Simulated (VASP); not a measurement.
TiSe2: single point with PBE+D3(BJ)

Crystal: TiSe2.

```
Ti Se
1.0
     3.53600    0.00000    0.00000
    -1.76800    3.06227    0.00000
     0.00000    0.00000    6.00400
Ti Se
1 2
Cartesian
  0.0000 0.0000 0.0000
  0.0000 2.0415 1.5322
  1.7680 1.0208 4.4718
```

```json
{
 "Program": "VASP 6.6.1",
 "Task": "single point",
 "Functional": "PBE",
 "Dispersion": "D3(BJ)",
 "Potentials or basis": "VASP PAW PBE potentials, release 64 (Ti_sv, Se)",
 "Cutoff": "500 eV",
 "k mesh": "3 × 3 × 2",
 "Occupations": "gaussian, width 0.01 eV",
 "Spin": "no spin polarisation",
 "Dipole correction": "no",
 "Further INCAR settings": "ALGO = Normal; EDIFF = 1e-06; NBANDS = 19"
}
```

| Property | Result |
| --- | --- |
| Pressure | -1.1 GPa |
| Largest force | 0.108 eV/Å |
| Band gap on the k mesh | zero (bands 12 and 13 overlap by 0.23 eV) |
| Dispersion energy per atom | -0.426 eV |

Forces in eV/Å, atoms in the order of the input:
```
Ti   0.000  0.000  0.000
Se   0.000  0.000  0.108
Se   0.000  0.000 -0.108
```

Stress tensor (GPa, compression positive):
```
-2.30  0.00  0.00
 0.00 -2.30  0.00
 0.00  0.00  1.40
```

Levels at points of the mesh, in eV from the Fermi level:
```tsv
k point	band 9	band 10	band 11	band 12	band 13	band 14	band 15	band 16
(0.00, 0.00, 0.00)	-2.47	-0.01	0.23	0.23	0.37	0.37	0.52	3.17
(0.00, 0.00, 0.50)	-2.41	-2.41	0.01	0.01	0.36	0.36	1.08	3.50
```

Run time: 12 s on 1 thread of AMD EPYC 7R13 Processor (Zen 3), with other jobs on the host, peak memory 0.16 GiB.

Caveat: the k points lie up to 0.68 Å⁻¹ apart.
